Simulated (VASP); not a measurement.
Write the native input for VASP 6.6.1 that does the following.

```yaml
Task: single point
Functional: PBEsol
Potentials_or_basis: VASP PAW PBE potentials, release 64 (Ta_pv, N)
Cutoff: 520 eV
k_mesh: 12 × 12 × 12
Occupations: gaussian, width 0.1 eV
Spin: no spin polarisation
Dipole_correction: no
Further_INCAR_settings: ALGO = Normal; EDIFF = 1e-06; NBANDS = 33
```

The structure of TaN lies in POSCAR:

```
TaN
1.0
    5.1623983542      0.0000000000      0.0000000000
   -2.5811991771      4.4707681192      0.0000000000
    0.0000000000      0.0000000000      2.8885186691
Ta N
3 3
Direct
    0.3333333333      0.6666666667      0.5000000000
    0.6666666667      0.3333333333      0.5000000000
    0.0000000000      0.0000000000      0.0000000000
    0.3937567018      0.0000000000      0.0000000000
    0.6062432982      0.6062432982      0.0000000000
    0.0000000000      0.3937567018      0.0000000000
```

One way to write it, as run:

INCAR

```
PREC = Accurate ; ENCUT = 520
EDIFF = 1E-6 ; ISMEAR = 0
SIGMA = 0.1 ; LREAL = False
LASPH = True ; NELM = 60
ALGO = Normal ; ISIF = 2
LWAVE = False ; LCHARG = False
GGA = PS ; NBANDS = 33
```

KPOINTS

```
regular mesh
0
Gamma
  12 12 12
```

Potentials or basis: VASP PAW PBE potentials, release 64 (Ta_pv, N).

Run with:

```console
$ cat potpaw_PBE.64/Ta_pv/POTCAR potpaw_PBE.64/N/POTCAR > POTCAR
$ mpirun -np 1 vasp_std > vasp.out
```

Results of the run:

The pressure is 3.9 GPa and the largest force is 0.010 eV/Å. The band gap on the k mesh is zero (bands 24 and 25 overlap by 3.26 eV).

Caveat: the cell stands under pressure; the PAW data sets were made with another functional, which shifts forces and pressure a little; spin-orbit coupling is left out, which moves the levels of the heavy elements.

Wall time 2.2 min on 1 thread of Intel(R) Xeon(R) 6975P-C (Granite Rapids), with other jobs on the host, peak memory 0.35 GiB.
